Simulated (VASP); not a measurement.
# MoI (P1) in VASP: a series of runs, part 2 of 2

VASP 6.6.1.

### 3 Single point, PBE

Contents of INCAR:

```
SYSTEM = MoI
  PREC = Accurate
  ENCUT = 520
  EDIFF = 1E-7
  ISMEAR = 0
  SIGMA = 0.025
  LREAL = .False.
  LASPH = .True.
  NELM = 80
  ALGO = Normal
  ISIF = 2
  LWAVE = .False.
  LCHARG = .False.
  GGA = PE
  NBANDS = 18
```

Contents of KPOINTS:

```
Automatic mesh
0
Gamma
  5 5 4
  0 0 0
```

Contents of POSCAR:

```
MoI
1.0
    3.6232628200      0.0000000000      0.0000000000
    0.0000000000      3.6232628200      0.0000000000
    0.0000000000      0.0000000000      5.0420814100
Mo I
1 1
Direct
    0.5017470000      0.4871910000      0.5000190000
   -0.0032950000     -0.0103830000      0.5097300000
```

Potentials or basis: VASP PAW PBE potentials, release 64 (Mo_sv, I).

Run with:

```sh
> cat potpaw_PBE.64/Mo_sv/POTCAR potpaw_PBE.64/I/POTCAR > POTCAR
> mpirun -np 1 vasp_std > vasp.out
```

OUTCAR:

```text
SYSTEM = MoI
   PREC = Accurate
   ENCUT = 520
   EDIFF = 1E-7
   ISMEAR = 0
   LREAL = .False.
   LASPH = .True.
   NELM = 80
   ISIF = 2
   GGA = PE

 ion  position               nearest neighbor table
   1  0.502  0.487  0.500-   2 2.54   2 2.56   2 2.57   2 2.58
   2  0.997  0.990  0.510-   1 2.54   1 2.56   1 2.57   1 2.58

  LATTYP: Found a simple tetragonal cell.
 ALAT       =     3.6232628200
 C/A-ratio  =     1.3915858883

  Lattice vectors:

 A1 = (   3.6232628200,   0.0000000000,   0.0000000000)
 A2 = (   0.0000000000,   3.6232628200,   0.0000000000)
 A3 = (   0.0000000000,   0.0000000000,   5.0420814100)

Analysis of symmetry for initial positions (statically):
=====================================================================
 Subroutine PRICEL returns:
 Original cell was already a primitive cell.

 Routine SETGRP: Setting up the symmetry group for a
 simple tetragonal supercell.

 Subroutine GETGRP returns: Found  1 space group operations
 (whereof  1 operations were pure point group operations)
 out of a pool of 16 trial point group operations.

[... 155 lines left out ...]
  ---------------------------------------------------
  ext. energy  EPLUGINS =         0.00000000
  ---------------------------------------------------
  free energy    TOTEN  =        -7.87774805 eV

  energy without entropy =       -7.87578049  energy(sigma->0) =       -7.87676427

 E-fermi :   5.5383     XC(G=0):  -8.6906

 val. band max:        5.5267357045   @ k =   0.4000   0.0000   0.5000
 cond. band min:       5.5494835093   @ k =  -0.4000   0.0000   0.2500
 fundamental gap:      0.0227478047
 Fermi energy:         5.5383099487

 k-point     1 :       0.0000    0.0000    0.0000
  band No.  band energies     occupation
      1     -55.1176      2.00000
      2     -29.5265      2.00000
      3     -29.5256      2.00000
      4     -28.9554      2.00000
      5     -10.5339      2.00000
      6       0.6095      2.00000
[... 481 lines left out ...]
      5      -9.9233      2.00000
      6      -1.0579      2.00000
[... 10 lines left out ...]
     17      13.2341      0.00000
     18      14.2094      0.00000

 [... further k-points ...]
[... 5 lines left out ...]
  --------------------------------------------------------------------------------------
  -------------------------------------------------------------------------------------
  Total        6.8136998      6.8322872     -1.0946102     -0.0241244     -0.0041250      0.0084966
  in kB      164.9240714    165.3739754    -26.4947928     -0.5839260     -0.0998450      0.2056589
  external PRESSURE =     101.2677513 kB  Pullay stress =       0.0000000 kB

 VOLUME and BASIS-vectors are now :
 -----------------------------------------------------------------------------
  energy-cutoff  :      520.00
  volume of cell :       66.19
      direct lattice vectors                 reciprocal lattice vectors
     3.623262820  0.000000000  0.000000000     0.275994332  0.000000000  0.000000000
     0.000000000  3.623262820  0.000000000     0.000000000  0.275994332  0.000000000
     0.000000000  0.000000000  5.042081410     0.000000000  0.000000000  0.198330792

 POSITION                                       TOTAL-FORCE (eV/Angst)
 -----------------------------------------------------------------------------------
      1.81796      1.76522      2.52114        -0.172352      0.083949     -0.195476
      3.61132      3.58564      2.57010         0.172352     -0.083949      0.195476
 -----------------------------------------------------------------------------------
    total drift:                                0.000158      0.000339      0.000032

  FREE ENERGIE OF THE ION-ELECTRON SYSTEM (eV)
  ---------------------------------------------------
  free  energy   TOTEN  =        -7.8777480458 eV

  energy  without entropy=       -7.8757804949  energy(sigma->0) =       -7.87676427
```

OSZICAR:

```text
N       E                     dE             d eps       ncg     rms          rms(c)
DAV:   1     0.141165186253E+03    0.14117E+03   -0.11676E+04  2148   0.101E+03
DAV:   2    -0.352244213872E+01   -0.14469E+03   -0.14169E+03  2360   0.267E+02
DAV:   3    -0.791568529062E+01   -0.43932E+01   -0.43245E+01  2156   0.427E+01
DAV:   4    -0.799168141685E+01   -0.75996E-01   -0.75964E-01  2684   0.526E+00
DAV:   5    -0.799192952169E+01   -0.24810E-03   -0.24810E-03  2112   0.302E-01    0.126E+01
DAV:   6    -0.790574723331E+01    0.86182E-01   -0.84879E-02  2124   0.209E+00    0.692E+00
DAV:   7    -0.787765146340E+01    0.28096E-01   -0.69397E-02  2006   0.154E+00    0.565E-01
DAV:   8    -0.787770268596E+01   -0.51223E-04   -0.41153E-03  2076   0.358E-01    0.214E-01
DAV:   9    -0.787770200589E+01    0.68007E-06   -0.38953E-04  2116   0.150E-01    0.793E-02
DAV:  10    -0.787773737842E+01   -0.35373E-04   -0.75324E-05  2114   0.586E-02    0.208E-02
DAV:  11    -0.787774519477E+01   -0.78164E-05   -0.96129E-06  2066   0.198E-02    0.701E-03
DAV:  12    -0.787774772405E+01   -0.25293E-05   -0.30051E-06  2048   0.786E-03    0.371E-03
DAV:  13    -0.787774796259E+01   -0.23854E-06   -0.10226E-07  1904   0.200E-03    0.102E-03
DAV:  14    -0.787774804576E+01   -0.83166E-07   -0.61841E-08  1650   0.116E-03
   1 F= -.78777480E+01 E0= -.78767643E+01  d E =-.196755E-02
```

stdout:

```text
POSCAR found type information on POSCAR MoI
 POSCAR found :  2 types and       2 ions
 scaLAPACK will be used
 LDA part: xc-table for (Slater+PW92), standard interpolation
 POSCAR, INCAR and KPOINTS ok, starting setup
 FFT: planning ... GRIDC
 FFT: planning ... GRID_SOFT
 FFT: planning ... GRID
 WAVECAR not read
 entering main loop
```

Wall time 45 s (1 thread of Intel Xeon Platinum 8375C at 2.90GHz (Ice Lake), shared host); peak memory 0.21 GiB.

Results:

```
Free energy            : -7.8777 eV
Pressure               : 10.1 GPa
Largest force          : 0.274 eV/Å
Band gap on the k mesh : zero (an odd number of electrons rules out a gap without spin polarisation)
```

Forces in eV/Å, atoms in the order of the input:
```
Mo  -0.172  0.084 -0.195
I    0.172 -0.084  0.195
```

Caveat: the stress differs along the axes, from -3 to 17 GPa; spin-orbit coupling is left out, which moves the levels of the heavy elements; an odd number of electrons without spin polarisation forces a metal; a magnetic or distorted state may lie lower.

### 4 Single point, PBE

Contents of INCAR:

```
SYSTEM = MoI
PREC     = Accurate       ! precision mode
ENCUT    = 520            ! plane-wave cutoff, eV
EDIFF    = 1E-6           ! SCF threshold, eV
ISMEAR   = 0              ! smearing method
SIGMA    = 0.01           ! smearing width, eV
LREAL    = .False.        ! projectors in reciprocal space
LASPH    = .True.         ! aspherical terms in the spheres
NELM     = 80             ! most SCF steps
ALGO     = Normal         ! electronic algorithm
ISIF     = 2              ! what is computed and relaxed
LWAVE    = .False.        ! write WAVECAR
LCHARG   = .True.         ! write CHGCAR
GGA      = PE             ! functional
LELF     = .True.         ! ELF
LVHAR    = .True.       
NBANDS   = 18             ! bands
```

Contents of KPOINTS:

```
regular mesh
0
Gamma
  5 5 4
  0 0 0
```

POSCAR is that of step 3.

Potentials or basis: VASP PAW PBE potentials, release 64 (Mo_sv, I).

Run with:

```sh
> cat potpaw_PBE.64/Mo_sv/POTCAR potpaw_PBE.64/I/POTCAR > POTCAR
> mpirun -np 1 vasp_std > vasp.out
```

OUTCAR:

```text
SYSTEM = MoI
   PREC = Accurate
   ENCUT = 520
   EDIFF = 1E-6
   ISMEAR = 0
   LREAL = .False.
   LASPH = .True.
   NELM = 80
   ISIF = 2
   GGA = PE

 ion  position               nearest neighbor table
   1  0.502  0.487  0.500-   2 2.54   2 2.56   2 2.57   2 2.58
   2  0.997  0.990  0.510-   1 2.54   1 2.56   1 2.57   1 2.58

  LATTYP: Found a simple tetragonal cell.
 ALAT       =     3.6232628200
 C/A-ratio  =     1.3915858883

  Lattice vectors:

 A1 = (   3.6232628200,   0.0000000000,   0.0000000000)
 A2 = (   0.0000000000,   3.6232628200,   0.0000000000)
 A3 = (   0.0000000000,   0.0000000000,   5.0420814100)

Analysis of symmetry for initial positions (statically):
=====================================================================
 Subroutine PRICEL returns:
 Original cell was already a primitive cell.

 Routine SETGRP: Setting up the symmetry group for a
 simple tetragonal supercell.

 Subroutine GETGRP returns: Found  1 space group operations
 (whereof  1 operations were pure point group operations)
 out of a pool of 16 trial point group operations.

[... 155 lines left out ...]
  ---------------------------------------------------
  ext. energy  EPLUGINS =         0.00000000
  ---------------------------------------------------
  free energy    TOTEN  =        -7.87681848 eV

  energy without entropy =       -7.87639085  energy(sigma->0) =       -7.87660467

 E-fermi :   5.5473     XC(G=0):  -8.6902

 val. band max:        5.5298927570   @ k =   0.4000   0.0000   0.5000
 cond. band min:       5.5526529884   @ k =  -0.4000   0.0000   0.2500
 fundamental gap:      0.0227602313
 Fermi energy:         5.5472867874

 k-point     1 :       0.0000    0.0000    0.0000
  band No.  band energies     occupation
      1     -55.1146      2.00000
      2     -29.5257      2.00000
      3     -29.5248      2.00000
      4     -28.9483      2.00000
      5     -10.5346      2.00000
      6       0.6098      2.00000
[... 481 lines left out ...]
      5      -9.9240      2.00000
      6      -1.0586      2.00000
[... 10 lines left out ...]
     17      13.2348      0.00000
     18      14.2097      0.00000

 [... further k-points ...]
[... 5 lines left out ...]
  --------------------------------------------------------------------------------------
  -------------------------------------------------------------------------------------
  Total        6.8049187      6.8238191     -1.0940356     -0.0240673     -0.0041285      0.0085029
  in kB      164.7115264    165.1690076    -26.4808859     -0.5825430     -0.0999289      0.2058097
  external PRESSURE =     101.1332161 kB  Pullay stress =       0.0000000 kB

 VOLUME and BASIS-vectors are now :
 -----------------------------------------------------------------------------
  energy-cutoff  :      520.00
  volume of cell :       66.19
      direct lattice vectors                 reciprocal lattice vectors
     3.623262820  0.000000000  0.000000000     0.275994332  0.000000000  0.000000000
     0.000000000  3.623262820  0.000000000     0.000000000  0.275994332  0.000000000
     0.000000000  0.000000000  5.042081410     0.000000000  0.000000000  0.198330792

 POSITION                                       TOTAL-FORCE (eV/Angst)
 -----------------------------------------------------------------------------------
      1.81796      1.76522      2.52114        -0.172857      0.084192     -0.196834
      3.61132      3.58564      2.57010         0.172857     -0.084192      0.196834
 -----------------------------------------------------------------------------------
    total drift:                                0.000059      0.000389      0.000006

  FREE ENERGIE OF THE ION-ELECTRON SYSTEM (eV)
  ---------------------------------------------------
  free  energy   TOTEN  =        -7.8768184821 eV

  energy  without entropy=       -7.8763908482  energy(sigma->0) =       -7.87660467
```

OSZICAR:

```text
N       E                     dE             d eps       ncg     rms          rms(c)
DAV:   1     0.141165417485E+03    0.14117E+03   -0.11676E+04  2148   0.101E+03
DAV:   2    -0.352159400680E+01   -0.14469E+03   -0.14170E+03  2360   0.267E+02
DAV:   3    -0.791486427082E+01   -0.43933E+01   -0.43273E+01  2156   0.427E+01
DAV:   4    -0.799089130296E+01   -0.76027E-01   -0.76005E-01  2684   0.526E+00
DAV:   5    -0.799113926744E+01   -0.24796E-03   -0.24796E-03  2112   0.302E-01    0.126E+01
DAV:   6    -0.790483379434E+01    0.86305E-01   -0.85257E-02  2124   0.209E+00    0.692E+00
DAV:   7    -0.787680205889E+01    0.28032E-01   -0.69168E-02  2006   0.154E+00    0.581E-01
DAV:   8    -0.787678305672E+01    0.19002E-04   -0.44942E-03  2076   0.374E-01    0.211E-01
DAV:   9    -0.787676720080E+01    0.15856E-04   -0.36802E-04  2116   0.146E-01    0.942E-02
DAV:  10    -0.787680872098E+01   -0.41520E-04   -0.11528E-04  2106   0.741E-02    0.208E-02
DAV:  11    -0.787681530892E+01   -0.65879E-05   -0.10608E-05  2100   0.224E-02    0.822E-03
DAV:  12    -0.787681767809E+01   -0.23692E-05   -0.17969E-06  1956   0.664E-03    0.263E-03
DAV:  13    -0.787681848214E+01   -0.80404E-06   -0.79011E-07  1706   0.377E-03
   1 F= -.78768185E+01 E0= -.78766047E+01  d E =-.427634E-03
```

It took 40 s on 1 thread of Intel Xeon Platinum 8375C at 2.90GHz (Ice Lake), shared host; peak memory 0.21 GiB.

What came out:

* Free energy: -7.8768 eV
* Pressure: 10.1 GPa
* Largest force: 0.275 eV/Å
* Band gap on the k mesh: zero (an odd number of electrons rules out a gap without spin polarisation)

Forces on the atoms (eV/Å):
```
Mo  -0.173  0.084 -0.197
I    0.173 -0.084  0.197
```

Stress tensor (GPa, compression positive):
```
16.47 -0.06  0.02
-0.06 16.52 -0.01
 0.02 -0.01 -2.65
```

Caveat: the stress differs along the axes, from -3 to 17 GPa; spin-orbit coupling is left out, which moves the levels of the heavy elements; an odd number of electrons without spin polarisation forces a metal; a magnetic or distorted state may lie lower.

### 5 The runs side by side

| smearing | gap on the mesh (eV) | pressure (GPa) | largest force (eV/Å) |
| --- | --- | --- | --- |
| gaussian 0.05 eV | none | 10.1 | 0.27 |
| gaussian 0.025 eV | none | 10.1 | 0.27 |
| gaussian 0.01 eV | none | 10.1 | 0.28 |

Alike in all rows: task single point; level PBE; potentials or basis VASP PAW PBE potentials, release 64 (Mo_sv, I); no spin polarisation; cell as given; k mesh 5 × 5 × 4; cutoff (eV) 520.

Caveats: the stress differs along the axes, from -3 to 17 GPa; spin-orbit coupling is left out, which moves the levels of the heavy elements; an odd number of electrons without spin polarisation forces a metal; a magnetic or distorted state may lie lower.

Absolute energies hang on the potentials; compare differences alone.

The gap in the log of VASP goes by the Fermi energy; the results here count the filled bands.